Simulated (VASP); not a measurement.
## MoS2: single point with LDA

Crystal: MoS2.

```xyz
6
Lattice="3.1690 0.0000 0.0000 -1.5845 2.7444 0.0000 0.0000 0.0000 12.3240" Properties=species:S:1:pos:R:3 pbc="T T T"
Mo    1.5845    0.9148    9.2430
Mo    0.0000    1.8296    3.0810
S     1.5845    0.9148    4.6461
S     0.0000    1.8296   10.8081
S     1.5845    0.9148    1.5159
S     0.0000    1.8296    7.6779
```

- Program: VASP 6.6.1
- Task: single point
- Functional: LDA
- Potentials or basis: VASP PAW LDA potentials, release 64 (Mo_sv, S)
- Cutoff: 520 eV
- k mesh: 10 × 10 × 3
- Occupations: fermi-dirac, width 0.05 eV
- Spin: no spin polarisation

| Property | Result |
| --- | --- |
| Pressure | -5.6 GPa |
| Largest force | 0.464 eV/Å |
| Band gap on the k mesh | 0.86 eV (least direct gap 1.87 eV) |

Forces on the atoms (eV/Å):
```
Mo   0.000  0.000  0.000
Mo   0.000  0.000  0.000
S    0.000  0.000 -0.464
S    0.000  0.000 -0.464
S    0.000  0.000  0.464
S    0.000  0.000  0.464
```

Stress tensor (GPa, compression positive):
```
-5.71  0.00  0.00
 0.00 -5.71  0.00
 0.00  0.00 -5.30
```

Levels at points of the mesh, in eV from the valence-band top:
```csv
k point,band 22,band 23,band 24,band 25,band 26,band 27,band 28,band 29,band 30,band 31
"(0.00, 0.00, 0.00)",-2.13,-2.13,-1.20,-1.16,0.00,2.09,2.09,2.11,2.11,2.26
"(0.50, 0.00, 0.00)",-2.47,-1.71,-1.51,-1.41,-1.29,1.58,1.63,1.96,2.24,2.78
```

Wall time 110 s on 1 thread of Intel Xeon 8259CL (shared host), peak memory 0.23 GiB.

Caveat: the cell stands under tension; an odd mesh through Γ misses points on the zone boundary, where band edges can lie.
